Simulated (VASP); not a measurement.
# Mn (Im-3m) in VASP: a series of runs

Mn is run at these levels: PBE; tasks: single point.

Program: VASP 6.6.1. These are calculated values, not measurements. Logs are shortened: lines on timing, memory, paths and dates and some standing lists are left out, and cuts for length are marked.

**1. The cell of the first run**

Symmetry: Im-3m, No. 229, cubic system. Conventional cell: a = 2.757 Å, b = 2.757 Å, c = 2.757 Å, α = 90.00°, β = 90.00°, γ = 90.00°. Mn (site symmetry m-3m) has 14 Mn at 2.39 to 2.76 Å within 3.2 Å.

**2. Single point, PBE, collinear spin, ferromagnetic start (volume scaled by 0.96)**

Contents of INCAR:

```
SYSTEM = Mn
PREC = Accurate
ENCUT = 520
EDIFF = 1E-6
ISMEAR = -1
SIGMA = 0.05
LREAL = .FALSE.
LASPH = .TRUE.
NELM = 150
ALGO = Normal
ISIF = 2
LWAVE = .FALSE.
LCHARG = .FALSE.
ISPIN = 2
MAGMOM = -0.839
LORBIT = 11
LMAXMIX = 4
GGA = PE
NBANDS = 16
```

Contents of KPOINTS:

```
regular mesh
0
G
  18 18 18
  0 0 0
```

Contents of POSCAR:

```
Mn
1.0
   -1.3786266815      1.3786266815      1.3786266815
    1.3786266815     -1.3786266815      1.3786266815
    1.3786266815      1.3786266815     -1.3786266815
Mn
1
Direct
    0.0000000000      0.0000000000      0.0000000000
```

Potentials or basis: VASP PAW PBE potentials, release 64 (Mn_pv).

On the command line:

```
$ cat potpaw_PBE.64/Mn_pv/POTCAR > POTCAR
$ mpirun -np 1 vasp_std > vasp.out
```

OUTCAR:

```text
SYSTEM = Mn
   PREC = Accurate
   ENCUT = 520
   EDIFF = 1E-6
   ISMEAR = -1
   LREAL = .FALSE.
   LASPH = .TRUE.
   NELM = 150
   ISIF = 2
   ISPIN = 2
   LORBIT = 11
   GGA = PE

 ion  position               nearest neighbor table
   1  0.000  0.000  0.000-

  LATTYP: Found a body centered cubic cell.
 ALAT       =     2.7572533630

  Lattice vectors:

 A1 = (  -1.3786266815,   1.3786266815,   1.3786266815)
 A2 = (   1.3786266815,  -1.3786266815,   1.3786266815)
 A3 = (   1.3786266815,   1.3786266815,  -1.3786266815)

Analysis of symmetry for initial positions (statically):
=====================================================================
 Subroutine PRICEL returns:
 Original cell was already a primitive cell.

 Routine SETGRP: Setting up the symmetry group for a
 body centered cubic supercell.

 Subroutine GETGRP returns: Found 48 space group operations
 (whereof 48 operations were pure point group operations)
 out of a pool of 48 trial point group operations.

The static configuration has the point symmetry O_h .

Analysis of symmetry for dynamics (positions and initial velocities):
=====================================================================
 Subroutine PRICEL returns:
 Original cell was already a primitive cell.

 Routine SETGRP: Setting up the symmetry group for a
 body centered cubic supercell.

 Subroutine GETGRP returns: Found 48 space group operations
 (whereof 48 operations were pure point group operations)
 out of a pool of 48 trial point group operations.

The dynamic configuration has the point symmetry O_h .

Analysis of structural, dynamic, and magnetic symmetry:
=====================================================================
 Subroutine PRICEL returns:
 Original cell was already a primitive cell.

 Routine SETGRP: Setting up the symmetry group for a
 body centered cubic supercell.

 Subroutine GETGRP returns: Found 48 space group operations
 (whereof 48 operations were pure point group operations)
 out of a pool of 48 trial point group operations.

The overall configuration has the point symmetry O_h .

 Subroutine INISYM returns: Found 48 space group operations
 (whereof 48 operations are pure point group operations),
 and found     1 'primitive' translations

----------------------------------------------------------------------------------------

                                     Primitive cell

  volume of cell :      10.4809

  direct lattice vectors                    reciprocal lattice vectors
    -1.378626681  1.378626681  1.378626681     0.000000000  0.362679764  0.362679764
     1.378626681 -1.378626681  1.378626681     0.362679764  0.000000000  0.362679764
     1.378626681  1.378626681 -1.378626681     0.362679764  0.362679764  0.000000000

  length of vectors
     2.387851457  2.387851457  2.387851457     0.512906642  0.512906642  0.512906642

  position of ions in fractional coordinates (direct lattice)
     0.000000000  0.000000000  0.000000000

  ion indices of the primitive-cell ions
   primitive index   ion index
                 1           1

----------------------------------------------------------------------------------------

 KPOINTS: regular mesh

Automatic generation of k-mesh.
 Grid dimensions read from file:
 generate k-points for:   18   18   18

 Generating k-lattice:

  Cartesian coordinates                     Fractional coordinates (reciprocal lattice)
     0.000000000  0.020148876  0.020148876     0.055555556  0.000000000  0.000000000
     0.020148876  0.000000000  0.020148876     0.000000000  0.055555556  0.000000000
     0.020148876  0.020148876  0.000000000     0.000000000  0.000000000  0.055555556

  Length of vectors
     0.028494813  0.028494813  0.028494813

  Shift w.r.t. Gamma in fractional coordinates (k-lattice)
     0.000000000  0.000000000  0.000000000

 Subroutine IBZKPT returns following result:
 ===========================================

 Found    195 irreducible k-points:

 Following reciprocal coordinates:
            Coordinates               Weight
  0.000000  0.000000  0.000000      1.000000
  0.055556  0.000000  0.000000     12.000000
  0.111111  0.000000  0.000000     12.000000
  0.166667  0.000000  0.000000     12.000000
  0.222222  0.000000  0.000000     12.000000
  0.277778  0.000000  0.000000     12.000000
[... 16 lines left out ...]
  0.333333  0.111111  0.000000     48.000000
  0.388889  0.111111  0.000000     48.000000
 [... further k-points ...]
   k-points           NKPTS =    195   k-points in BZ     NKDIM =    195   number of bands    NBANDS=     16
   number of dos      NEDOS =    301   number of ions     NIONS =      1
   total plane-waves  NPLWV =   5832
   dimension x,y,z NGX =    18 NGY =   18 NGZ =   18
   dimension x,y,z NGXF=    36 NGYF=   36 NGZF=   36
   ions per type =               1
   NGX,Y,Z   is equivalent  to a cutoff of  12.53, 12.53, 12.53 a.u.
   NGXF,Y,Z  is equivalent  to a cutoff of  25.06, 25.06, 25.06 a.u.
 SYSTEM =  Mn
   PREC   = accura    normal or accurate (medium, high low for compatibility)
   ISTART =      0    job   : 0-new  1-cont  2-samecut
   ICHARG =      2    charge: 1-file 2-atom 10-const
   ISPIN  =      2    spin polarized calculation?
   LNONCOLLINEAR =      F non collinear calculations
   LSORBIT =      F    spin-orbit coupling
   LASPH  =      T    aspherical Exc in radial PAW
   ENCUT  =  520.0 eV  38.22 Ry    6.18 a.u.   4.44  4.44  4.44*2*pi/ulx,y,z
   NELM   =    150;   NELMIN=  2; NELMDL= -5     # of ELM steps
   EDIFF  = 0.1E-05   stopping-criterion for ELM
   LREAL  =      F    real-space projection
   EDIFFG = 0.1E-04   stopping-criterion for IOM
   NSW    =      0    number of steps for IOM
   IBRION =     -1    ionic relax: 0-MD 1-quasi-New 2-CG
   NFREE  =      0    steps in history (QN), initial steepest desc. (CG)
   ISIF   =      2    stress and relaxation
   ISYM   =      2    0-nonsym 1-usesym 2-fastsym
   POTIM  = 0.5000    time-step for ionic-motion
   TEBEG  =    0.0;   TEEND  =   0.0 temperature during run
   PSTRESS=    0.0 pullay stress
   NELECT =      13.0000    total number of electrons
   NUPDOWN=      -1.0000    fix difference up-down
   EMIN   =  10.00;   EMAX   =-10.00  energy-range for DOS
   EFERMI =   0.00;   METHOD = LEGACY
   ISMEAR =    -1;   SIGMA  =   0.05  broadening in eV -4-tet -1-fermi 0-gaus
   EFERMI_NEDOS =   21; number of points for ismear=-14 and -15
   IALGO  =     38    algorithm
   IMIX   =      4    mixing-type and parameters
     AMIX     =   0.40;   BMIX     =  1.00
     AMIX_MAG =   1.60;   BMIX_MAG =  1.00
  volume/ion in A,a.u.               =      10.48        70.73
  Fermi-wavevector in a.u.,A,eV,Ry     =   1.758960  3.323952 42.095608  3.093940
  Thomas-Fermi vector in A             =   2.828016
   LORBIT       =     11    0 simple, 1 ext, 2 COOP (PROOUT), +10 PAW based schemes
   GGA     = PE    functional components
   LHFCALC =     F    Hartree Fock is set to
   AEXX    =    0.0000 exact exchange contribution
   IVDW    =     0    specifies the selected vdW correction
   LEPSILON=     F    determine dielectric tensor
   LRPA    =     F    only Hartree local field effects (RPA)
 spin polarized calculation
  energy-cutoff  :      520.00
  volume of cell :       10.48
 maximum number of plane-waves:       321
 NGX is ok and might be reduce to    18
   NGX =  9   NGY =  9   NGZ =  9

 number of electron      12.9999979 magnetization      -0.6759053

 Free energy of the ion-electron system (eV)
  ---------------------------------------------------
  ext. energy  EPLUGINS =         0.00000000
  ---------------------------------------------------
  free energy    TOTEN  =        -8.84630548 eV

  energy without entropy =       -8.83034392  energy(sigma->0) =       -8.83832470

 E-fermi :  11.1718     XC(G=0): -14.1708

 val. band max:       11.1658440688   @ k =   0.3333   0.2222   0.0000
 cond. band min:      11.1720171623   @ k =   0.4444   0.1111   0.0000
 fundamental gap:      0.0061730934
 Fermi energy:        11.1718252780

 spin component 1

 k-point     1 :       0.0000    0.0000    0.0000
  band No.  band energies     occupation
      1     -36.3539      1.00000
      2     -36.3539      1.00000
      3     -36.3539      1.00000
      4       2.4958      1.00000
      5       9.8783      1.00000
      6       9.8783      1.00000
[... 8 lines left out ...]
     15      42.8522      0.00000
     16      47.3803      0.00000

 k-point     2 :       0.0556    0.0000    0.0000
  band No.  band energies     occupation
      1     -36.3802      1.00000
      2     -36.3620      1.00000
      3     -36.3540      1.00000
      4       2.6377      1.00000
      5       9.8262      1.00000
      6       9.8703      1.00000
[... 8 lines left out ...]
     15      43.1554      0.00000
     16      45.6568      0.00000
[... 387 lines left out ...]
      5       8.5281      1.00000
      6       9.9447      1.00000
[... 8 lines left out ...]
     15      43.3335      0.00000
     16      45.0289      0.00000

 k-point    24 :       0.3889    0.1111    0.0000
  band No.  band energies     occupation
      1     -37.1396      1.00000
      2     -36.6424      1.00000
      3     -36.3939      1.00000
      4       6.6265      1.00000
      5       8.4208      1.00000
      6      10.4623      1.00000
[... 8 lines left out ...]
     15      43.7575      0.00000
     16      44.8011      0.00000

 [... further k-points ...]

 spin component 2

 k-point     1 :       0.0000    0.0000    0.0000
  band No.  band energies     occupation
      1     -37.1218      1.00000
      2     -37.1218      1.00000
      3     -37.1218      1.00000
      4       2.3881      1.00000
      5       9.3109      1.00000
      6       9.3109      1.00000
[... 8 lines left out ...]
     15      42.6445      0.00000
     16      47.1495      0.00000

 k-point     2 :       0.0556    0.0000    0.0000
  band No.  band energies     occupation
      1     -37.1474      1.00000
      2     -37.1298      1.00000
      3     -37.1219      1.00000
      4       2.5295      1.00000
      5       9.2613      1.00000
      6       9.3046      1.00000
[... 8 lines left out ...]
     15      43.0177      0.00000
     16      45.3757      0.00000
[... 387 lines left out ...]
      5       8.0223      1.00000
      6       9.5688      1.00000
[... 8 lines left out ...]
     15      43.1139      0.00000
     16      44.7570      0.00000

 k-point    24 :       0.3889    0.1111    0.0000
  band No.  band energies     occupation
      1     -37.8867      1.00000
      2     -37.4036      1.00000
      3     -37.1607      1.00000
      4       6.2313      1.00000
      5       7.9199      1.00000
      6      10.0661      1.00000
[... 8 lines left out ...]
     15      43.5290      0.00000
     16      44.5255      0.00000

 [... further k-points ...]

------------------------ aborting loop because EDIFF is reached ----------------------------------------

  FORCE on cell =-STRESS in cart. coord.  units (eV):
  Direction    XX          YY          ZZ          XY          YZ          ZX
  --------------------------------------------------------------------------------------
  -------------------------------------------------------------------------------------
  Total        0.7079008      0.7079008      0.7079008     -0.0000000      0.0000000      0.0000000
  in kB      108.2138703    108.2138703    108.2138703     -0.0000000      0.0000000      0.0000000
  external PRESSURE =     108.2138703 kB  Pullay stress =       0.0000000 kB

 VOLUME and BASIS-vectors are now :
 -----------------------------------------------------------------------------
  energy-cutoff  :      520.00
  volume of cell :       10.48
      direct lattice vectors                 reciprocal lattice vectors
    -1.378626681  1.378626681  1.378626681     0.000000000  0.362679764  0.362679764
     1.378626681 -1.378626681  1.378626681     0.362679764  0.000000000  0.362679764
     1.378626681  1.378626681 -1.378626681     0.362679764  0.362679764  0.000000000

 POSITION                                       TOTAL-FORCE (eV/Angst)
 -----------------------------------------------------------------------------------
      0.00000      0.00000      0.00000        -0.000000      0.000000      0.000000
 -----------------------------------------------------------------------------------
    total drift:                                0.000000      0.000000      0.000000

  FREE ENERGIE OF THE ION-ELECTRON SYSTEM (eV)
  ---------------------------------------------------
  free  energy   TOTEN  =        -8.8463054813 eV

  energy  without entropy=       -8.8303439211  energy(sigma->0) =       -8.83832470

 total charge

# of ion       s       p       d       tot
------------------------------------------
    1        0.428   6.427   5.172  12.027

 magnetization (x)

# of ion       s       p       d       tot
------------------------------------------
    1        0.003   0.009  -0.684  -0.672
```

Run time: 35 s. Hardware: 1 thread of Intel Xeon Platinum 8559C (Emerald Rapids), shared host; peak memory 0.16 GiB.

What came out:

| Item | Value |
| --- | --- |
| Free energy | -8.8463 eV |
| Pressure | 10.8 GPa |
| Net moment | -0.68 μB per cell |
| Site moments | Mn -0.67 μB |
| Valence electrons inside the program's atomic spheres | Mn 12.03 |

Levels at points of the mesh, in eV from the Fermi level:
Spin up:
| k point | band 4 | band 5 | band 6 | band 7 | band 8 | band 9 |
| --- | --- | --- | --- | --- | --- | --- |
| (0.00, 0.00, 0.00) | -8.68 | -1.29 | -1.29 | -1.29 | 0.85 | 0.85 |
| (0.50, 0.00, 0.00) | -4.86 | -2.84 | 0.78 | 0.81 | 1.18 | 2.41 |
| (0.50, 0.50, 0.50) | -4.64 | -4.64 | 2.03 | 2.03 | 2.03 | 10.93 |
Spin down:
| k point | band 3 | band 4 | band 5 | band 6 | band 7 | band 8 | band 9 | band 10 | band 11 | band 12 |
| --- | --- | --- | --- | --- | --- | --- | --- | --- | --- | --- |
| (0.00, 0.00, 0.00) | -48.29 | -8.78 | -1.86 | -1.86 | -1.86 | 0.02 | 0.02 | 23.98 | 23.98 | 23.98 |
| (0.50, 0.00, 0.00) | -48.30 | -5.26 | -3.34 | 0.05 | 0.32 | 0.68 | 1.75 | 9.42 | 18.16 | 22.04 |
| (0.50, 0.50, 0.50) | -48.86 | -5.19 | -5.19 | 1.38 | 1.38 | 1.38 | 10.80 | 10.80 | 10.80 | 17.46 |

Caveat: the cell differs from its parent crystal (volume scaled by 0.96).

**3. Single point, PBE, collinear spin, ferromagnetic start**

This run uses another cell than the first one, of 10.92 Å³/atom, 1.042 times its volume.

Contents of INCAR:

```
PREC = Accurate
ENCUT = 520
EDIFF = 1E-7
ISMEAR = -1
SIGMA = 0.05
LREAL = F
LASPH = T
NELM = 150
ALGO = Normal
ISIF = 2
LWAVE = F
LCHARG = F
ISPIN = 2
MAGMOM = -0.839
LORBIT = 11
LMAXMIX = 4
GGA = PE
NBANDS = 16
```

Contents of KPOINTS:

```
regular mesh
0
Gamma
  18 18 18
```

Contents of POSCAR:

```
Mn
1.0
   -1.3975143256      1.3975143256      1.3975143256
    1.3975143256     -1.3975143256      1.3975143256
    1.3975143256      1.3975143256     -1.3975143256
Mn
1
Direct
    0.0000000000      0.0000000000      0.0000000000
```

Potentials or basis: VASP PAW PBE potentials, release 64 (Mn_pv).

On the command line:

```
$ cat potpaw_PBE.64/Mn_pv/POTCAR > POTCAR
$ mpirun -np 1 vasp_std > vasp.out
```

Run time: 39 s. Hardware: 1 thread of Intel Xeon Platinum 8559C (Emerald Rapids), shared host; peak memory 0.16 GiB.

It converged, with:

```yaml
Free_energy: -8.8606 eV
Pressure: 0.0 GPa
Net_moment: -0.82 μB per cell
Site_moments: Mn -0.81 μB
Valence_electrons_inside_the_program's_atomic_spheres: Mn 11.95
```

Levels at points of the mesh, in eV from the Fermi level:
Spin up:
```
           k point  band 2  band 3  band 4  band 5  band 6  band 7  band 8  band 9  band 10  band 11
(0.00, 0.00, 0.00)  -47.40  -47.40   -8.44   -1.10   -1.10   -1.10    0.98    0.98    23.66    23.66
(0.50, 0.00, 0.00)  -47.64  -47.41   -4.54   -2.57    0.76    0.92    1.28    2.41     9.50    17.96
(0.50, 0.50, 0.50)  -47.92  -47.92   -4.26   -4.26    2.05    2.05    2.05   10.63    10.63    10.63
```
Spin down:
```tsv
k point	band 5	band 6	band 7	band 8	band 9	band 10
(0.00, 0.00, 0.00)	-1.78	-1.78	-1.78	-0.04	-0.04	23.68
(0.50, 0.00, 0.00)	-3.17	-0.01	0.24	0.66	1.62	8.96
(0.50, 0.50, 0.50)	-4.92	1.27	1.27	1.27	10.48	10.48
```

**4. Single point, PBE, collinear spin, ferromagnetic start (volume scaled by 1.04)**

Contents of INCAR:

```
SYSTEM = Mn
PREC = Accurate
ENCUT = 520
EDIFF = 1E-7
ISMEAR = -1
SIGMA = 0.05
LREAL = .FALSE.
LASPH = .TRUE.
NELM = 150
ALGO = Normal
ISIF = 2
LWAVE = .FALSE.
LCHARG = .TRUE.
ISPIN = 2
MAGMOM = -0.839
LORBIT = 11
LMAXMIX = 4
GGA = PE
LELF = .TRUE.
LVHAR = .TRUE.
NBANDS = 16
```

Contents of KPOINTS:

```
regular mesh
0
G
  18 18 18
  0 0 0
```

Contents of POSCAR:

```
Mn
1.0
   -1.4159047809      1.4159047809      1.4159047809
    1.4159047809     -1.4159047809      1.4159047809
    1.4159047809      1.4159047809     -1.4159047809
Mn
1
Direct
    0.0000000000      0.0000000000      0.0000000000
```

On the command line:

```
$ cat potpaw_PBE.64/Mn_pv/POTCAR > POTCAR
$ mpirun -np 1 vasp_std > vasp.out
```

Wall time 39 s (1 thread of Intel Xeon Platinum 8559C (Emerald Rapids), shared host); peak memory 0.16 GiB.

The run converged. Its results:

* Free energy: -8.8490 eV
* Pressure: -8.5 GPa
* Net moment: -0.94 μB per cell
* Site moments: Mn -0.94 μB
* Valence electrons inside the program's atomic spheres: Mn 11.87

Levels at points of the mesh, in eV from the Fermi level:
Spin up:
| k point | band 2 | band 3 | band 4 | band 5 | band 6 | band 7 | band 8 | band 9 | band 10 | band 11 |
| --- | --- | --- | --- | --- | --- | --- | --- | --- | --- | --- |
| (0.00, 0.00, 0.00) | -47.28 | -47.28 | -8.20 | -0.92 | -0.92 | -0.92 | 1.09 | 1.09 | 23.36 | 23.36 |
| (0.50, 0.00, 0.00) | -47.49 | -47.28 | -4.24 | -2.31 | 0.76 | 1.02 | 1.38 | 2.42 | 9.16 | 17.70 |
| (0.50, 0.50, 0.50) | -47.74 | -47.74 | -3.91 | -3.90 | 2.07 | 2.07 | 2.07 | 10.35 | 10.35 | 10.35 |
Spin down:
| k point | band 3 | band 4 | band 5 | band 6 | band 7 | band 8 | band 9 | band 10 | band 11 | band 12 |
| --- | --- | --- | --- | --- | --- | --- | --- | --- | --- | --- |
| (0.00, 0.00, 0.00) | -48.35 | -8.33 | -1.70 | -1.70 | -1.70 | -0.08 | -0.08 | 23.40 | 23.40 | 23.40 |
| (0.50, 0.00, 0.00) | -48.35 | -4.79 | -3.01 | -0.05 | 0.18 | 0.65 | 1.50 | 8.56 | 17.62 | 20.72 |
| (0.50, 0.50, 0.50) | -48.79 | -4.67 | -4.67 | 1.17 | 1.17 | 1.17 | 10.19 | 10.19 | 10.19 | 16.46 |

Caveat: the cell differs from its parent crystal (volume scaled by 1.04).

[end of part 1 of 2]
